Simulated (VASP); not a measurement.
# KZnF3 (Pm-3m) in VASP: single point with PBE

Aim: the single point of KZnF3 with PBE.

All numbers are computed with VASP 6.6.1; they aren't measurements. Logs are shortened: lines on timing, memory, paths and dates and some standing lists are left out, and cuts for length are marked.

## 1. The cell of the first run

The structure is cubic, space group Pm-3m (No. 221). Conventional cell: a = 4.050 Å, b = 4.050 Å, c = 4.050 Å, α = 90.00°, β = 90.00°, γ = 90.00°. K (site symmetry m-3m) has 12 F at 2.86 Å and 8 Zn at 3.51 Å within 3.8 Å. Within 2.7 Å of Zn (site symmetry m-3m) lie 6 F at 2.02 Å. Within 2.7 Å of F (site symmetry 4/mmm) lie 2 Zn at 2.02 Å.

## 2. Single point, PBE

File INCAR:

```
ALGO = Normal
EDIFF = 1E-6
ENCUT = 520
GGA = PE
ISIF = 2
ISMEAR = 0
LASPH = T
LCHARG = F
LREAL = F
LWAVE = F
NBANDS = 29
NELM = 80
PREC = Accurate
SIGMA = 0.1
```

File KPOINTS:

```
k-points
0
Gamma
  4 4 4
```

File POSCAR:

```
KZnF3
1.0
    4.0500000000      0.0000000000      0.0000000000
    0.0000000000      4.0500000000      0.0000000000
    0.0000000000      0.0000000000      4.0500000000
K Zn F
1 1 3
Direct
    0.0000000000      0.0000000000      0.0000000000
    0.5000000000      0.5000000000      0.5000000000
    0.5000000000      0.5000000000      0.0000000000
    0.0000000000      0.5000000000      0.5000000000
    0.5000000000      0.0000000000      0.5000000000
```

Potentials or basis: VASP PAW PBE potentials, release 64 (K_sv, Zn, F).

The run is started by

```sh
cat potpaw_PBE.64/K_sv/POTCAR potpaw_PBE.64/Zn/POTCAR potpaw_PBE.64/F/POTCAR > POTCAR
mpirun -np 1 vasp_std > vasp.out
```

OUTCAR:

```text
EDIFF = 1E-6
   ENCUT = 520
   GGA = PE
   ISIF = 2
   ISMEAR = 0
   LASPH = T
   LREAL = F
   NELM = 80
   PREC = Accurate

 ion  position               nearest neighbor table
   1  0.000  0.000  0.000-
   2  0.500  0.500  0.500-   3 2.02   4 2.02   5 2.02   3 2.02   5 2.02   4 2.02
   3  0.500  0.500  0.000-   2 2.02   2 2.02
   4  0.000  0.500  0.500-   2 2.02   2 2.02
   5  0.500  0.000  0.500-   2 2.02   2 2.02

  LATTYP: Found a simple cubic cell.
 ALAT       =     4.0500000000

  Lattice vectors:

 A1 = (   4.0500000000,   0.0000000000,   0.0000000000)
 A2 = (   0.0000000000,   4.0500000000,   0.0000000000)
 A3 = (   0.0000000000,   0.0000000000,   4.0500000000)

Analysis of symmetry for initial positions (statically):
=====================================================================
 Subroutine PRICEL returns:
 Original cell was already a primitive cell.

 Routine SETGRP: Setting up the symmetry group for a
 simple cubic supercell.

 Subroutine GETGRP returns: Found 48 space group operations
 (whereof 48 operations were pure point group operations)
 out of a pool of 48 trial point group operations.

The static configuration has the point symmetry O_h .

Analysis of symmetry for dynamics (positions and initial velocities):
=====================================================================
 Subroutine PRICEL returns:
 Original cell was already a primitive cell.

 Routine SETGRP: Setting up the symmetry group for a
 simple cubic supercell.

 Subroutine GETGRP returns: Found 48 space group operations
 (whereof 48 operations were pure point group operations)
 out of a pool of 48 trial point group operations.

The dynamic configuration has the point symmetry O_h .

 Subroutine INISYM returns: Found 48 space group operations
 (whereof 48 operations are pure point group operations),
 and found     1 'primitive' translations

----------------------------------------------------------------------------------------

                                     Primitive cell

  volume of cell :      66.4301

  direct lattice vectors                    reciprocal lattice vectors
[... 73 lines left out ...]
   LNONCOLLINEAR =      F non collinear calculations
   LSORBIT =      F    spin-orbit coupling
   LASPH  =      T    aspherical Exc in radial PAW
   ENCUT  =  520.0 eV  38.22 Ry    6.18 a.u.   7.53  7.53  7.53*2*pi/ulx,y,z
   NELM   =     80;   NELMIN=  2; NELMDL= -5     # of ELM steps
   EDIFF  = 0.1E-05   stopping-criterion for ELM
   LREAL  =      F    real-space projection
   EDIFFG = 0.1E-04   stopping-criterion for IOM
   NSW    =      0    number of steps for IOM
   IBRION =     -1    ionic relax: 0-MD 1-quasi-New 2-CG
   NFREE  =      0    steps in history (QN), initial steepest desc. (CG)
   ISIF   =      2    stress and relaxation
   ISYM   =      2    0-nonsym 1-usesym 2-fastsym
   POTIM  = 0.5000    time-step for ionic-motion
   TEBEG  =    0.0;   TEEND  =   0.0 temperature during run
   PSTRESS=    0.0 pullay stress
   NELECT =      42.0000    total number of electrons
   NUPDOWN=      -1.0000    fix difference up-down
   EMIN   =  10.00;   EMAX   =-10.00  energy-range for DOS
   EFERMI =   0.00;   METHOD = LEGACY
   ISMEAR =     0;   SIGMA  =   0.10  broadening in eV -4-tet -1-fermi 0-gaus
   EFERMI_NEDOS =   21; number of points for ismear=-14 and -15
   IALGO  =     38    algorithm
   IMIX   =      4    mixing-type and parameters
     AMIX     =   0.40;   BMIX     =  1.00
     AMIX_MAG =   1.60;   BMIX_MAG =  1.00
  volume/ion in A,a.u.               =      13.29        89.66
  Fermi-wavevector in a.u.,A,eV,Ry     =   1.405086  2.655228 26.861528  1.974267
  Thomas-Fermi vector in A             =   2.527583
   LORBIT       =      0    0 simple, 1 ext, 2 COOP (PROOUT), +10 PAW based schemes
   GGA     = PE    functional components
   LHFCALC =     F    Hartree Fock is set to
   AEXX    =    0.0000 exact exchange contribution
   IVDW    =     0    specifies the selected vdW correction
   LEPSILON=     F    determine dielectric tensor
   LRPA    =     F    only Hartree local field effects (RPA)
 non-spin polarized calculation
 Gauss-broadening in eV      SIGMA  =   0.10
  energy-cutoff  :      520.00
  volume of cell :       66.43
 maximum number of plane-waves:      1803
   NGX = 15   NGY = 15   NGZ = 15

 number of electron      41.9999978 magnetization

 Free energy of the ion-electron system (eV)
  ---------------------------------------------------
  ext. energy  EPLUGINS =         0.00000000
  ---------------------------------------------------
  free energy    TOTEN  =       -20.26472078 eV

  energy without entropy =      -20.26472078  energy(sigma->0) =      -20.26472078

 E-fermi :  -0.2606     XC(G=0):  -9.8790

 val. band max:       -0.7561209835   @ k =   0.5000   0.5000   0.5000
 cond. band min:       3.0366609283   @ k =   0.0000   0.0000   0.0000
 fundamental gap:      3.7927819118
 Fermi energy:        -0.2606430357

 k-point     1 :       0.0000    0.0000    0.0000
  band No.  band energies     occupation
      1     -27.8532      2.00000
      2     -22.3687      2.00000
      3     -21.7417      2.00000
      4     -21.7417      2.00000
      5     -11.3394      2.00000
      6     -11.3394      2.00000
[... 309 lines left out ...]
     28      11.7714      0.00000
     29      12.7446      0.00000

------------------------ aborting loop because EDIFF is reached ----------------------------------------

  FORCE on cell =-STRESS in cart. coord.  units (eV):
  Direction    XX          YY          ZZ          XY          YZ          ZX
  --------------------------------------------------------------------------------------
  -------------------------------------------------------------------------------------
  Total        2.0493378      2.0493378      2.0493378      0.0000000      0.0000000      0.0000000
  in kB       49.4264104     49.4264104     49.4264104      0.0000000      0.0000000      0.0000000
  external PRESSURE =      49.4264104 kB  Pullay stress =       0.0000000 kB

 VOLUME and BASIS-vectors are now :
 -----------------------------------------------------------------------------
  energy-cutoff  :      520.00
  volume of cell :       66.43
      direct lattice vectors                 reciprocal lattice vectors
     4.050000000  0.000000000  0.000000000     0.246913580  0.000000000  0.000000000
     0.000000000  4.050000000  0.000000000     0.000000000  0.246913580  0.000000000
     0.000000000  0.000000000  4.050000000     0.000000000  0.000000000  0.246913580

 POSITION                                       TOTAL-FORCE (eV/Angst)
 -----------------------------------------------------------------------------------
      0.00000      0.00000      0.00000         0.000000      0.000000      0.000000
      2.02500      2.02500      2.02500         0.000000      0.000000      0.000000
      2.02500      2.02500      0.00000         0.000000      0.000000      0.000000
      0.00000      2.02500      2.02500         0.000000      0.000000      0.000000
      2.02500      0.00000      2.02500         0.000000      0.000000      0.000000
 -----------------------------------------------------------------------------------
    total drift:                                0.000000      0.000000     -0.000000

  FREE ENERGIE OF THE ION-ELECTRON SYSTEM (eV)
  ---------------------------------------------------
  free  energy   TOTEN  =       -20.2647207769 eV

  energy  without entropy=      -20.2647207769  energy(sigma->0) =      -20.26472078
```

OSZICAR:

```text
N       E                     dE             d eps       ncg     rms          rms(c)
DAV:   1     0.430949223137E+03    0.43095E+03   -0.22046E+04   580   0.173E+03
DAV:   2     0.136222091309E+02   -0.41733E+03   -0.39536E+03   662   0.444E+02
DAV:   3    -0.216434755288E+02   -0.35266E+02   -0.35029E+02   658   0.136E+02
DAV:   4    -0.225015958497E+02   -0.85812E+00   -0.85542E+00   889   0.195E+01
DAV:   5    -0.225095629167E+02   -0.79671E-02   -0.79640E-02   695   0.158E+00    0.115E+01
DAV:   6    -0.202394179424E+02    0.22701E+01   -0.64954E+00   808   0.342E+01    0.703E+00
DAV:   7    -0.202886339640E+02   -0.49216E-01   -0.12854E+00   645   0.705E+00    0.447E+00
DAV:   8    -0.202942471161E+02   -0.56132E-02   -0.38845E-01   731   0.106E+01    0.140E+00
DAV:   9    -0.202638889582E+02    0.30358E-01   -0.86165E-02   832   0.807E+00    0.272E-01
DAV:  10    -0.202648228928E+02   -0.93393E-03   -0.28592E-02   831   0.296E+00    0.201E-01
DAV:  11    -0.202647977393E+02    0.25153E-04   -0.40529E-03   746   0.684E-01    0.107E-01
DAV:  12    -0.202647465995E+02    0.51140E-04   -0.38697E-04   774   0.276E-01    0.461E-02
DAV:  13    -0.202647165233E+02    0.30076E-04   -0.23960E-04   807   0.460E-01    0.134E-02
DAV:  14    -0.202647212299E+02   -0.47065E-05   -0.75235E-05   669   0.839E-02    0.716E-03
DAV:  15    -0.202647207769E+02    0.45298E-06   -0.29930E-06   555   0.150E-02
   1 F= -.20264721E+02 E0= -.20264721E+02  d E =-.183549E-12
```

Run time: 16 s. Hardware: 1 thread of Intel Xeon 6975P-C, shared host; peak memory 0.17 GiB.

Results:

```yaml
Free_energy: -20.2647 eV
Pressure: 4.9 GPa
Band_gap_on_the_k_mesh: 3.79 eV, indirect (least direct gap 5.65 eV)
```

Levels at points of the mesh, in eV from the valence-band top:
| k point | band 19 | band 20 | band 21 | band 22 | band 23 | band 24 |
| --- | --- | --- | --- | --- | --- | --- |
| (0.00, 0.00, 0.00) | -1.86 | -1.86 | -1.86 | 3.79 | 8.70 | 8.70 |
| (0.50, 0.00, 0.00) | -1.70 | -1.70 | -1.58 | 6.56 | 8.30 | 9.65 |
| (0.50, 0.50, 0.00) | -1.79 | -1.51 | 0.00 | 8.04 | 10.12 | 10.15 |
| (0.50, 0.50, 0.50) | -1.49 | 0.00 | 0.00 | 8.43 | 8.43 | 8.43 |

A k mesh can miss the band edges.
